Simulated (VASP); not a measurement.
# Ir (I4_1/amd) in VASP: notebook

Runs on Ir. Level: PBE. Tasks: single point, relaxation of shape and atoms at fixed volume.

Program: VASP 6.6.1. These are calculated values, not measurements. Logs are shortened: lines on timing, memory, paths and dates and some standing lists are left out, and cuts for length are marked.

## (1) The cell of the first run

Symmetry: I4_1/amd, No. 141, tetragonal system. The conventional cell has a = 4.736 Å, b = 4.736 Å, c = 2.661 Å, α = 90.00°, β = 90.00°, γ = 90.00°. Ir (site symmetry -4m2) has 10 Ir at 2.46 to 3.10 Å within 3.2 Å.

## (2) Single point, PBE (14.92 Å³/atom)

File INCAR:

```
  PREC = Accurate
  ENCUT = 520
  EDIFF = 1E-6
  ISMEAR = -1
  SIGMA = 0.05
  LREAL = False
  LASPH = True
  NELM = 100
  ALGO = Normal
  ISIF = 2
  LWAVE = False
  LCHARG = False
  GGA = PE
  NBANDS = 16
```

File KPOINTS:

```
regular mesh
0
Gamma
  18 18 18
```

File POSCAR:

```
Ir
1.0
   -2.3678004110      2.3678004110      1.3305618267
    2.3678004110     -2.3678004110      1.3305618267
    2.3678004110      2.3678004110     -1.3305618267
Ir
2
Direct
   -0.3750000000     -0.1250000000     -0.2500000000
    0.3750000000      0.1250000000      0.2500000000
```

Potentials or basis: VASP PAW PBE potentials, release 64 (Ir).

Launch:

```sh
$ cat potpaw_PBE.64/Ir/POTCAR > POTCAR
$ mpirun -np 1 vasp_std > vasp.out
```

OUTCAR:

```text
PREC = Accurate
   ENCUT = 520
   EDIFF = 1E-6
   ISMEAR = -1
   LREAL = False
   LASPH = True
   NELM = 100
   ISIF = 2
   GGA = PE

 ion  position               nearest neighbor table
   1  0.625  0.875  0.750-   2 2.46   2 2.46   2 2.46   2 2.46   2 3.10   2 3.10   2 3.10   2 3.10

   2  0.375  0.125  0.250-   1 2.46   1 2.46   1 2.46   1 2.46   1 3.10   1 3.10   1 3.10   1 3.10

  LATTYP: Found a body centered tetragonal cell.
 ALAT       =     4.7356008220
 C/A-ratio  =     0.5619400269

  Lattice vectors:

 A1 = (  -2.3678004110,   2.3678004110,   1.3305618267)
 A2 = (   2.3678004110,  -2.3678004110,   1.3305618267)
 A3 = (   2.3678004110,   2.3678004110,  -1.3305618267)

Analysis of symmetry for initial positions (statically):
=====================================================================
 Subroutine PRICEL returns:
 Original cell was already a primitive cell.

 Routine SETGRP: Setting up the symmetry group for a
 body centered tetragonal supercell.

 Subroutine GETGRP returns: Found 16 space group operations
 (whereof  4 operations were pure point group operations)
 out of a pool of 16 trial point group operations.

The static configuration has the point symmetry C_2h.
 The point group associated with its full space group is D_4h.

Analysis of symmetry for dynamics (positions and initial velocities):
=====================================================================
 Subroutine PRICEL returns:
 Original cell was already a primitive cell.

 Routine SETGRP: Setting up the symmetry group for a
 body centered tetragonal supercell.

 Subroutine GETGRP returns: Found 16 space group operations
 (whereof  4 operations were pure point group operations)
 out of a pool of 16 trial point group operations.

The dynamic configuration has the point symmetry C_2h.
 The point group associated with its full space group is D_4h.

 Subroutine INISYM returns: Found 16 space group operations
 (whereof  4 operations are pure point group operations),
 and found     1 'primitive' translations

----------------------------------------------------------------------------------------

                                     Primitive cell

  volume of cell :      29.8391

  direct lattice vectors                    reciprocal lattice vectors
[... 82 lines left out ...]
   LNONCOLLINEAR =      F non collinear calculations
   LSORBIT =      F    spin-orbit coupling
   LASPH  =      T    aspherical Exc in radial PAW
   ENCUT  =  520.0 eV  38.22 Ry    6.18 a.u.   6.70  6.70  6.70*2*pi/ulx,y,z
   NELM   =    100;   NELMIN=  2; NELMDL= -5     # of ELM steps
   EDIFF  = 0.1E-05   stopping-criterion for ELM
   LREAL  =      F    real-space projection
   EDIFFG = 0.1E-04   stopping-criterion for IOM
   NSW    =      0    number of steps for IOM
   IBRION =     -1    ionic relax: 0-MD 1-quasi-New 2-CG
   NFREE  =      0    steps in history (QN), initial steepest desc. (CG)
   ISIF   =      2    stress and relaxation
   ISYM   =      2    0-nonsym 1-usesym 2-fastsym
   POTIM  = 0.5000    time-step for ionic-motion
   TEBEG  =    0.0;   TEEND  =   0.0 temperature during run
   PSTRESS=    0.0 pullay stress
   NELECT =      18.0000    total number of electrons
   NUPDOWN=      -1.0000    fix difference up-down
   EMIN   =  10.00;   EMAX   =-10.00  energy-range for DOS
   EFERMI =   0.00;   METHOD = LEGACY
   ISMEAR =    -1;   SIGMA  =   0.05  broadening in eV -4-tet -1-fermi 0-gaus
   EFERMI_NEDOS =   21; number of points for ismear=-14 and -15
   IALGO  =     38    algorithm
   IMIX   =      4    mixing-type and parameters
     AMIX     =   0.40;   BMIX     =  1.00
     AMIX_MAG =   1.60;   BMIX_MAG =  1.00
  volume/ion in A,a.u.               =      14.92       100.68
  Fermi-wavevector in a.u.,A,eV,Ry     =   1.383260  2.613983 26.033512  1.913409
  Thomas-Fermi vector in A             =   2.507875
   LORBIT       =      0    0 simple, 1 ext, 2 COOP (PROOUT), +10 PAW based schemes
   GGA     = PE    functional components
   LHFCALC =     F    Hartree Fock is set to
   AEXX    =    0.0000 exact exchange contribution
   IVDW    =     0    specifies the selected vdW correction
   LEPSILON=     F    determine dielectric tensor
   LRPA    =     F    only Hartree local field effects (RPA)
 non-spin polarized calculation
  energy-cutoff  :      520.00
  volume of cell :       29.84
 maximum number of plane-waves:       818
   NGX = 13   NGY = 13   NGZ = 13

 number of electron      18.0000001 magnetization

 Free energy of the ion-electron system (eV)
  ---------------------------------------------------
  ext. energy  EPLUGINS =         0.00000000
  ---------------------------------------------------
  free energy    TOTEN  =       -16.16060830 eV

  energy without entropy =      -16.14467154  energy(sigma->0) =      -16.15263992

 E-fermi :   9.4327     XC(G=0): -13.5617

 val. band max:        9.4309172621   @ k =  -0.4444   0.0556   0.0000
 cond. band min:       9.4331386557   @ k =   0.2222   0.2222   0.2222
 fundamental gap:      0.0022213936
 Fermi energy:         9.4327313122

 k-point     1 :       0.0000    0.0000    0.0000
  band No.  band energies     occupation
      1      -0.9256      2.00000
      2       1.9552      2.00000
      3       3.0545      2.00000
      4       3.9312      2.00000
      5       4.7550      2.00000
      6       8.2202      2.00000
[... 433 lines left out ...]
      3       3.3724      2.00000
      4       4.6551      2.00000
      5       5.1890      2.00000
      6       6.4226      2.00000
[... 8 lines left out ...]
     15      25.4517      0.00000
     16      25.6575      0.00000

 [... further k-points ...]

------------------------ aborting loop because EDIFF is reached ----------------------------------------

  FORCE on cell =-STRESS in cart. coord.  units (eV):
  Direction    XX          YY          ZZ          XY          YZ          ZX
  --------------------------------------------------------------------------------------
  -------------------------------------------------------------------------------------
  Total        5.2540489      5.2540489      5.2521648     -0.0000000      0.0000000      0.0000000
  in kB      282.1106327    282.1106327    282.0094710     -0.0000000      0.0000000      0.0000000
  external PRESSURE =     282.0769122 kB  Pullay stress =       0.0000000 kB

 VOLUME and BASIS-vectors are now :
 -----------------------------------------------------------------------------
  energy-cutoff  :      520.00
  volume of cell :       29.84
      direct lattice vectors                 reciprocal lattice vectors
    -2.367800411  2.367800411  1.330561827     0.000000000  0.211166447  0.375781110
     2.367800411 -2.367800411  1.330561827     0.211166447  0.000000000  0.375781110
     2.367800411  2.367800411 -1.330561827     0.211166447  0.211166447  0.000000000

 POSITION                                       TOTAL-FORCE (eV/Angst)
 -----------------------------------------------------------------------------------
      2.36780      1.18390      0.99792         0.000000     -0.000000      0.000000
      0.00000      1.18390      0.33264        -0.000000      0.000000     -0.000000
 -----------------------------------------------------------------------------------
    total drift:                                0.000000      0.000000     -0.000000

  FREE ENERGIE OF THE ION-ELECTRON SYSTEM (eV)
  ---------------------------------------------------
  free  energy   TOTEN  =       -16.1606082972 eV

  energy  without entropy=      -16.1446715445  energy(sigma->0) =      -16.15263992
```

stdout:

```text
POSCAR found type information on POSCAR Ir
 POSCAR found :  1 types and       2 ions
 scaLAPACK will be used
 LDA part: xc-table for (Slater+PW92), standard interpolation
 POSCAR, INCAR and KPOINTS ok, starting setup
 FFT: planning ... GRIDC
 FFT: planning ... GRID_SOFT
 FFT: planning ... GRID
 WAVECAR not read
 entering main loop
```

Run time: 97 s. Hardware: 1 thread of Intel Xeon 6975P-C (Granite Rapids), shared host; peak memory 0.31 GiB.

What came out:

```
Free energy            : -16.1606 eV
Pressure               : 28.2 GPa
Band gap on the k mesh : zero (bands 9 and 10 overlap by 3.12 eV)
```

Caveat: the cell stands under pressure; spin-orbit coupling is left out, which moves the levels of the heavy elements.

## (3) Single point, PBE

This run uses another cell than the first one, of 16.22 Å³/atom.

File INCAR:

```
SYSTEM = Ir
ALGO = Normal
EDIFF = 1E-6
ENCUT = 520
GGA = PE
ISIF = 2
ISMEAR = -1
LASPH = .True.
LCHARG = .False.
LREAL = .False.
LWAVE = .False.
NBANDS = 16
NELM = 60
PREC = Accurate
SIGMA = 0.05
```

File KPOINTS:

```
k-points
0
Gamma
  18 18 18
  0 0 0
```

File POSCAR:

```
Ir
1.0
   -2.4263193818      2.4263193818      1.3773410160
    2.4263193818     -2.4263193818      1.3773410160
    2.4263193818      2.4263193818     -1.3773410160
Ir
2
Direct
   -0.3750000000     -0.1250000000     -0.2500000000
    0.3750000000      0.1250000000      0.2500000000
```

Potentials or basis: VASP PAW PBE potentials, release 64 (Ir).

Launch:

```sh
$ cat potpaw_PBE.64/Ir/POTCAR > POTCAR
$ mpirun -np 1 vasp_std > vasp.out
```

OUTCAR:

```text
SYSTEM = Ir
   EDIFF = 1E-6
   ENCUT = 520
   GGA = PE
   ISIF = 2
   ISMEAR = -1
   LASPH = .True.
   LREAL = .False.
   NELM = 60
   PREC = Accurate

 ion  position               nearest neighbor table
   1  0.625  0.875  0.750-   2 2.52   2 2.52   2 2.52   2 2.52   2 3.19   2 3.19   2 3.19   2 3.19

   2  0.375  0.125  0.250-   1 2.52   1 2.52   1 2.52   1 2.52   1 3.19   1 3.19   1 3.19   1 3.19

  LATTYP: Found a body centered tetragonal cell.
 ALAT       =     4.8526387636
 C/A-ratio  =     0.5676668234

  Lattice vectors:

 A1 = (  -2.4263193818,   2.4263193818,   1.3773410160)
 A2 = (   2.4263193818,  -2.4263193818,   1.3773410160)
 A3 = (   2.4263193818,   2.4263193818,  -1.3773410160)

Analysis of symmetry for initial positions (statically):
=====================================================================
 Subroutine PRICEL returns:
 Original cell was already a primitive cell.

 Routine SETGRP: Setting up the symmetry group for a
 body centered tetragonal supercell.

 Subroutine GETGRP returns: Found 16 space group operations
 (whereof  4 operations were pure point group operations)
 out of a pool of 16 trial point group operations.

The static configuration has the point symmetry C_2h.
 The point group associated with its full space group is D_4h.

Analysis of symmetry for dynamics (positions and initial velocities):
=====================================================================
 Subroutine PRICEL returns:
 Original cell was already a primitive cell.

 Routine SETGRP: Setting up the symmetry group for a
 body centered tetragonal supercell.

 Subroutine GETGRP returns: Found 16 space group operations
 (whereof  4 operations were pure point group operations)
 out of a pool of 16 trial point group operations.

The dynamic configuration has the point symmetry C_2h.
 The point group associated with its full space group is D_4h.

[... 113 lines left out ...]
   ISMEAR =    -1;   SIGMA  =   0.05  broadening in eV -4-tet -1-fermi 0-gaus
   EFERMI_NEDOS =   21; number of points for ismear=-14 and -15
   IALGO  =     38    algorithm
   IMIX   =      4    mixing-type and parameters
     AMIX     =   0.40;   BMIX     =  1.00
     AMIX_MAG =   1.60;   BMIX_MAG =  1.00
  volume/ion in A,a.u.               =      16.22       109.44
  Fermi-wavevector in a.u.,A,eV,Ry     =   1.345344  2.542331 24.625854  1.809949
  Thomas-Fermi vector in A             =   2.473264
   LORBIT       =      0    0 simple, 1 ext, 2 COOP (PROOUT), +10 PAW based schemes
   GGA     = PE    functional components
   LHFCALC =     F    Hartree Fock is set to
   AEXX    =    0.0000 exact exchange contribution
   IVDW    =     0    specifies the selected vdW correction
   LEPSILON=     F    determine dielectric tensor
   LRPA    =     F    only Hartree local field effects (RPA)
 non-spin polarized calculation
  energy-cutoff  :      520.00
  volume of cell :       32.43
 maximum number of plane-waves:       891
   NGX = 13   NGY = 13   NGZ = 13

 number of electron      17.9999998 magnetization

 Free energy of the ion-electron system (eV)
  ---------------------------------------------------
  ext. energy  EPLUGINS =         0.00000000
  ---------------------------------------------------
  free energy    TOTEN  =       -16.37321915 eV

  energy without entropy =      -16.35509594  energy(sigma->0) =      -16.36415755

 E-fermi :   8.1489     XC(G=0): -13.0764

 val. band max:        8.1488535813   @ k =  -0.4444   0.0556   0.0000
 cond. band min:       8.1494904321   @ k =  -0.0556  -0.3889   0.0556
 fundamental gap:      0.0006368509
 Fermi energy:         8.1488677709

 k-point     1 :       0.0000    0.0000    0.0000
  band No.  band energies     occupation
      1      -1.4214      2.00000
      2       1.5349      2.00000
      3       2.4418      2.00000
      4       3.3194      2.00000
      5       4.0710      2.00000
      6       6.9998      2.00000
[... 433 lines left out ...]
      3       2.7120      2.00000
      4       3.9264      2.00000
      5       4.4115      2.00000
      6       5.5172      2.00000
[... 8 lines left out ...]
     15      23.4445      0.00000
     16      23.6690      0.00000

 [... further k-points ...]

------------------------ aborting loop because EDIFF is reached ----------------------------------------

  FORCE on cell =-STRESS in cart. coord.  units (eV):
  Direction    XX          YY          ZZ          XY          YZ          ZX
  --------------------------------------------------------------------------------------
  -------------------------------------------------------------------------------------
  Total        0.0443620      0.0443620      0.0375178      0.0000000      0.0000000      0.0000000
  in kB        2.1914130      2.1914130      1.8533219      0.0000000      0.0000000      0.0000000
  external PRESSURE =       2.0787160 kB  Pullay stress =       0.0000000 kB

 VOLUME and BASIS-vectors are now :
 -----------------------------------------------------------------------------
  energy-cutoff  :      520.00
  volume of cell :       32.43
      direct lattice vectors                 reciprocal lattice vectors
    -2.426319382  2.426319382  1.377341016     0.000000000  0.206073448  0.363018304
     2.426319382 -2.426319382  1.377341016     0.206073448  0.000000000  0.363018304
     2.426319382  2.426319382 -1.377341016     0.206073448  0.206073448  0.000000000

 POSITION                                       TOTAL-FORCE (eV/Angst)
 -----------------------------------------------------------------------------------
      2.42632      1.21316      1.03301        -0.000000     -0.000000      0.000000
      0.00000      1.21316      0.34434         0.000000      0.000000     -0.000000
 -----------------------------------------------------------------------------------
    total drift:                                0.000000      0.000000     -0.000000

  FREE ENERGIE OF THE ION-ELECTRON SYSTEM (eV)
  ---------------------------------------------------
  free  energy   TOTEN  =       -16.3732191520 eV

  energy  without entropy=      -16.3550959424  energy(sigma->0) =      -16.36415755
```

Wall time 90 s (1 thread of Intel Xeon 6975P-C (Granite Rapids), shared host); peak memory 0.33 GiB.

What came out:

```yaml
Free_energy: -16.3732 eV
Pressure: 0.2 GPa
Band_gap_on_the_k_mesh: zero (bands 9 and 10 overlap by 2.68 eV)
```

Levels at points of the mesh, in eV from the Fermi level:
| k point | band 6 | band 7 | band 8 | band 9 | band 10 | band 11 | band 12 | band 13 |
| --- | --- | --- | --- | --- | --- | --- | --- | --- |
| (0.00, 0.00, 0.00) | -1.15 | -1.15 | -1.06 | -1.06 | 1.47 | 2.71 | 5.55 | 5.55 |
| (0.50, 0.00, 0.00) | -2.17 | -1.66 | -0.59 | 0.49 | 0.76 | 2.60 | 4.89 | 6.85 |
| (0.50, 0.50, 0.00) | -3.62 | -1.97 | -1.97 | 0.10 | 0.10 | 0.60 | 0.60 | 12.69 |
| (0.50, 0.50, 0.50) | -1.45 | -0.78 | -0.78 | -0.71 | -0.71 | -0.64 | -0.64 | 6.15 |

Caveat: spin-orbit coupling is left out, which moves the levels of the heavy elements.

## (4) Relaxation of shape and atoms at fixed volume, PBE

File INCAR:

```
SYSTEM = Ir
PREC = Accurate
ENCUT = 600
EDIFF = 1E-7
ISMEAR = -1
SIGMA = 0.05
LREAL = .FALSE.
LASPH = .TRUE.
NELM = 60
ALGO = Normal
ISIF = 4
LWAVE = .FALSE.
LCHARG = .FALSE.
GGA = PE
IBRION = 2
NSW = 50
EDIFFG = -0.005
```

File KPOINTS:

```
Automatic mesh
0
G
  18 18 18
  0 0 0
```

File POSCAR:

```
Ir
1.0
   -2.3598111195      2.3598111195      1.3395864821
    2.3598111195     -2.3598111195      1.3395864821
    2.3598111195      2.3598111195     -1.3395864821
Ir
2
Direct
   -0.3750000000     -0.1250000000     -0.2500000000
    0.3750000000      0.1250000000      0.2500000000
```

Launch:

```sh
$ cat potpaw_PBE.64/Ir/POTCAR > POTCAR
$ mpirun -np 1 vasp_std > vasp.out
```

It took 4.1 min on 1 thread of Intel Xeon 6975P-C (Granite Rapids), shared host; peak memory 0.36 GiB.

Results (log left out):

```yaml
Free_energy: -16.1608 eV
Energy_gained_by_relaxing: 1.5 meV/atom
Ionic_steps: 3
Pressure_after_relaxing: 28.3 GPa
Band_gap_on_the_k_mesh: zero (bands 9 and 10 overlap by 3.12 eV)
```

Step by step:
```csv
step,energy change (eV),largest force (eV/Å),pressure (GPa),volume (Å³)
1,0.0000,0.0000,28.65,29.84
2,0.0013,0.0000,27.98,29.84
3,-0.0031,0.0000,28.28,29.84
```

Final structure:
```xyz
2
Lattice="-2.3678 2.3678 1.3306 2.3678 -2.3678 1.3306 2.3678 2.3678 -1.3306" Properties=species:S:1:pos:R:3 pbc="T T T"
Ir    2.3678    1.1839    0.9979
Ir    0.0000    1.1839    0.3326
```

Levels at points of the mesh, in eV from the Fermi level:
```tsv
k point	band 7	band 8	band 9	band 10	band 11	band 12
(0.00, 0.00, 0.00)	-1.21	-1.13	-1.13	1.70	3.12	5.67
(0.50, 0.00, 0.00)	-1.83	-0.68	0.57	0.84	3.07	5.71
(0.50, 0.50, 0.00)	-2.16	-2.16	0.13	0.13	0.66	0.66
(0.50, 0.50, 0.50)	-1.05	-1.05	-0.74	-0.74	-0.65	-0.65
```

Caveat: spin-orbit coupling is left out, which moves the levels of the heavy elements.

## (5) Overview

```csv
task,cell,cutoff (eV),gap on the mesh (eV),pressure (GPa)
single point,"a = 3.603 Å, angles 97.8, 97.8, 136.7°, 2 atoms",520,none,28.2
single point,"a = 3.697 Å, angles 98.0, 98.0, 136.3°, 2 atoms",520,none,0.2
relaxation of shape and atoms at fixed volume,"relaxed from a = 3.596 Å, angles 98.0, 98.0, 136.3°, 2 atoms",600,none,28.3
```

Alike in all rows: level PBE; potentials or basis VASP PAW PBE potentials, release 64 (Ir); no spin polarisation; k mesh 18 × 18 × 18; smearing fermi-dirac 0.05 eV.

Caveats: spin-orbit coupling is left out, which moves the levels of the heavy elements; the cell stands under pressure (at least some runs).

Total energies depend on the potentials used, so only differences within one code and one set of settings carry meaning.
